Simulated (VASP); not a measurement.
Runs of VASP 6.6.1 on Ni. The structure is that of space group P6_3/mmc (No. 194), or close to it. The cells are those of the table. This isn't the form of Ni at room conditions, which is fcc.

```tsv
cell	k mesh	gap on the mesh (eV)	pressure (GPa)	moment (μB)
a = 2.384, b = 2.384, c = 7.805 Å, angles 90.0, 90.0, 120.0°, 4 atoms	19 × 19 × 5	none	33.7	2.32
a = 2.583, b = 2.583, c = 8.458 Å, angles 90.0, 90.0, 120.0°, 4 atoms	19 × 19 × 5	none	-16.7	(a)
a = 2.487, b = 2.487, c = 8.144 Å, angles 90.0, 90.0, 120.0°, 4 atoms	19 × 19 × 5	none	-0.1	(b)
a = 2.487, b = 2.487, c = 8.144 Å, angles 90.0, 90.0, 120.0°, 4 atoms	14 × 14 × 4	none	-0.1	2.46
```

Alike in all rows: task single point; level PBE; potentials or basis VASP PAW PBE potentials, release 64 (Ni); spin collinear, ferromagnetic start; cutoff (eV) 520; smearing fermi-dirac 0.05 eV.

**Question.** Estimate the missing entries.

**Answer.** (a) 2.66; (b) 2.53.

Caveats: the cell stands under pressure (at least some runs); the cell stands under tension (at least some runs).

A gap of «none» marks levels without a gap at the run's occupations.
